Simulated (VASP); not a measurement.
Set up this calculation in VASP 6.6.1, as the native input.

```yaml
Task: single point
Functional: PBE
Potentials_or_basis: VASP PAW PBE potentials, release 64 (Ca_sv)
Cutoff: 520 eV
k_mesh: 10 × 10 × 10
Occupations: fermi-dirac, width 0.05 eV
Spin: no spin polarisation
Dipole_correction: no
Further_INCAR_settings: ALGO = Normal; EDIFF = 1e-07; NBANDS = 11
```

The structure of Ca lies in POSCAR:

```
Ca
1.0
   -2.2249659900      2.2249659900      2.2249659900
    2.2249659900     -2.2249659900      2.2249659900
    2.2249659900      2.2249659900     -2.2249659900
Ca
1
Direct
    0.0000000000      0.0000000000      0.0000000000
```

This isn't the form of Ca at room conditions, which is fcc.

One way to write it, as run:

INCAR

```
SYSTEM = Ca
ALGO = Normal ; EDIFF = 1E-7
ENCUT = 520 ; GGA = PE
ISIF = 2 ; ISMEAR = -1
LASPH = .TRUE. ; LCHARG = .FALSE.
LREAL = .FALSE. ; LWAVE = .FALSE.
NBANDS = 11 ; NELM = 100
PREC = Accurate ; SIGMA = 0.05
```

KPOINTS

```
k-points
0
G
  10 10 10
  0 0 0
```

Potentials or basis: VASP PAW PBE potentials, release 64 (Ca_sv).

The run is started by

```bash
$ cat potpaw_PBE.64/Ca_sv/POTCAR > POTCAR
$ mpirun -np 1 vasp_std > vasp.out
```

Results of the run:

```json
{
 "Pressure": "-0.7 GPa",
 "Band gap on the k mesh": "zero (bands 5 and 6 overlap by 0.26 eV)"
}
```

It took 26 s on 1 thread of Intel Xeon 8259CL, on a shared host, peak memory 0.17 GiB.
